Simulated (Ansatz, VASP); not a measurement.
# Two plane-wave programs on ZnO

```
Zn O
1.0
    -1.45883    1.45883    5.05354
     1.45883   -1.45883    5.05354
     1.45883    1.45883   -5.05354
Zn O
2 2
Cartesian
  0.0000 0.0000 8.4226
  0.0000 1.4588 0.8423
  0.0000 0.0000 6.7380
  1.4588 0.0000 4.2113
```

Alike in both runs: task relaxation of cell and atoms; functional PBE; k mesh 8 × 8 × 8; occupations gaussian, width 0.1 eV; no spin polarisation.

```csv
,VASP,Ansatz
version,VASP 6.6.1,Ansatz 0.2.0
potentials or method,"VASP PAW PBE potentials, release 64 (Zn, O), cutoff 600 eV","scalar-relativistic, plane waves, PAW"
valence electrons in the cell,36,36
```

```tsv
	VASP	Ansatz	Ansatz less VASP
gap on the k mesh at the Fermi level, each at its own relaxed structure (eV)	0.60	0.59	-0.006
relaxed volume (Å³/atom)	15.52	15.47	-0.048
relaxed cell length with the largest relative difference (Å)	6.146	6.128	-0.0184
```

Noted on VASP's run: the volume moved by over 15 % at a fixed basis, so the end points are rough.
